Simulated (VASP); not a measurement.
A run of VASP 6.6.1 is set up as follows.

File INCAR:

```
SYSTEM = B25N23
PREC = Accurate ; ENCUT = 520
EDIFF = 1E-6 ; ISMEAR = 0
SIGMA = 0.01 ; LREAL = Auto
LASPH = .True. ; NELM = 120
ALGO = Normal ; ISIF = 2
LWAVE = .False. ; LCHARG = .False.
GGA = PE ; NBANDS = 125
GGA_COMPAT = .False.
```

Contents of KPOINTS:

```
regular mesh
0
Gamma
  2 2 2
  0 0 0
```

Contents of POSCAR:

```
B25N23
1.0
    0.0000000000      0.0000000000      8.3431560662
    7.5365434625     -4.3512253968      0.0000000000
    0.0000000000      8.7024507937      0.0000000000
B N
25 23
Direct
    0.2500000000      0.0000000000      0.1666666667
    0.2500000000      0.4999967723      0.1666666667
    0.2500000000      0.3333418706      0.3333415889
    0.2500000000      0.1666749222      0.5000085373
    0.2500000000      0.0000000000      0.6666634390
    0.2500000000      0.8333250778      0.3333336151
    0.2500000000      0.6666666667      0.5000000000
    0.2500000000      0.5000032277      0.6666698943
    0.2500000000      0.3333333333      0.8333333333
    0.2500000000      0.1666669484     -0.0000082555
    0.2500000000      0.8333330516      0.8333247961
    0.2500000000      0.6666581294     -0.0000002817
    0.7500000000      0.1820267412      0.1666666667
    0.7500000000      0.6683093346      0.1666666667
    0.7500000000      0.5049308006      0.3339095605
    0.7500000000      0.3316906654      0.4983573320
    0.7500000000      0.1672428939      0.6715974672
    0.7500000000      0.0000000000      0.3486934078
    0.7500000000      0.8327571061      0.5043545734
    0.7500000000      0.6623120933      0.6617358661
    0.7500000000      0.4950691994      0.8289787600
    0.7500000000      0.3376879067     -0.0005762272
    0.7500000000      0.0000000000      0.8349760013
    0.7500000000      0.8179732588      0.9846399255
    0.7500000000      0.0000000000      0.1666666667
    0.7500000000      0.5030343794      0.1666666667
    0.7500000000      0.3411989155      0.3350400056
    0.7500000000      0.1683733389      0.5078655822
    0.7500000000      0.0000000000      0.6697010460
    0.7500000000      0.8316266611      0.3394922433
    0.7500000000      0.6666666667      0.5000000000
    0.7500000000      0.4969656206      0.6636322873
    0.7500000000      0.3333333333      0.8333333333
    0.7500000000      0.1728255766     -0.0017066723
    0.7500000000      0.8271744234      0.8254677511
    0.7500000000      0.6588010845     -0.0061589099
    0.2500000000      0.1666659807      0.1666666667
    0.2500000000      0.6666678055      0.1666666667
    0.2500000000      0.5000007032      0.3333332438
    0.2500000000      0.3333321945      0.4999988612
    0.2500000000      0.1666665772      0.6666673699
    0.2500000000      0.0000000000      0.3333326473
    0.2500000000      0.8333334228      0.5000007927
    0.2500000000      0.6666658739      0.6666659634
    0.2500000000      0.4999992968      0.8333325406
    0.2500000000      0.3333341261      0.0000000895
    0.2500000000      0.0000000000      0.8333344722
    0.2500000000      0.8333340193      1.0000006860
```

Potentials or basis: VASP PAW PBE potentials, release 64 (B, N).

Command:

```bash
$ cat potpaw_PBE.64/B/POTCAR potpaw_PBE.64/N/POTCAR > POTCAR
$ mpirun -np 1 vasp_std > vasp.out
```

Question: Estimate the band gap on the k mesh.

Answer: 1.20 eV.

Question: What does it give for the largest force?

Answer: 0.010 eV/Å.

Question: Estimate the pressure.

Answer: 4.2 GPa.

Forces on the atoms (eV/Å):
```
B    0.000  0.000  0.000
B    0.000  0.000  0.000
B    0.000  0.000  0.000
B    0.000  0.000  0.000
B    0.000  0.000  0.000
B    0.000  0.000  0.000
B    0.000  0.000  0.000
B    0.000  0.000  0.000
B    0.000  0.000  0.000
B    0.000  0.000  0.000
B    0.000  0.000  0.000
B    0.000  0.000  0.000
B   -0.006  0.003  0.000
B    0.008 -0.005  0.000
B    0.001 -0.001  0.000
B   -0.008 -0.005  0.000
B    0.000  0.001  0.000
B    0.000 -0.007  0.000
B    0.000  0.001  0.000
B   -0.001  0.000  0.000
B   -0.001 -0.001  0.000
B    0.001  0.000  0.000
B    0.000  0.010  0.000
B    0.006  0.003  0.000
B    0.000  0.000  0.000
N   -0.006  0.004  0.000
N   -0.001  0.004  0.000
N    0.003 -0.003  0.000
N    0.000 -0.007  0.000
N   -0.003 -0.003  0.000
N    0.000  0.000  0.000
N    0.006  0.004  0.000
N    0.000  0.000  0.000
N   -0.004 -0.001  0.000
N    0.004 -0.001  0.000
N    0.001  0.004  0.000
N    0.000  0.000  0.000
N    0.000  0.000  0.000
N    0.000  0.000  0.000
N    0.000  0.000  0.000
N    0.000  0.000  0.000
N    0.000  0.000  0.000
N    0.000  0.000  0.000
N    0.000  0.000  0.000
N    0.000  0.000  0.000
N    0.000  0.000  0.000
N    0.000  0.000  0.000
N    0.000  0.000  0.000
```
